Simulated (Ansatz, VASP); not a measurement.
Two plane-wave programs on MgZr2N

```
Mg Zr N
1.0
     3.26883    0.00000    0.00000
    -1.63441    2.83089    0.00000
     0.00000    0.00000   10.09077
Mg Zr N
1 2 1
Direct
  0.00000 0.00000 0.50000
  0.00000 0.00000 0.81313
  0.00000 0.00000 0.18687
  0.00000 0.00000 0.00000
```

Alike in both runs: functional PBE; k mesh 6 × 6 × 2; occupations gaussian, width 0.1 eV; no spin polarisation.

Ansatz relaxed the structure, and its values are those at the end. VASP's run is a single point on that final structure, the one shown.

|  | VASP | Ansatz |
| --- | --- | --- |
| version | VASP 6.6.1 | Ansatz 0.2.0 |
| potentials or method | VASP PAW PBE potentials, release 64 (Mg_sv, Zr_sv, N), cutoff 840 eV | scalar-relativistic, plane waves, PAW |
| valence electrons in the cell | 39 | 39 |

```csv
,VASP,Ansatz,Ansatz less VASP
gap on the k mesh at the Fermi level (eV),none,none,-
pressure (GPa),0.1,0.0,-0.06
rms of the force components (eV/Å),0.030,0.002,-0.0280
```

A gap of «none» marks a metal or a gap that the smearing closes. The functional is the same, so the differences come from potentials, cutoffs and numerics.

The k mesh is coarse, so the values compare programs but aren't converged.
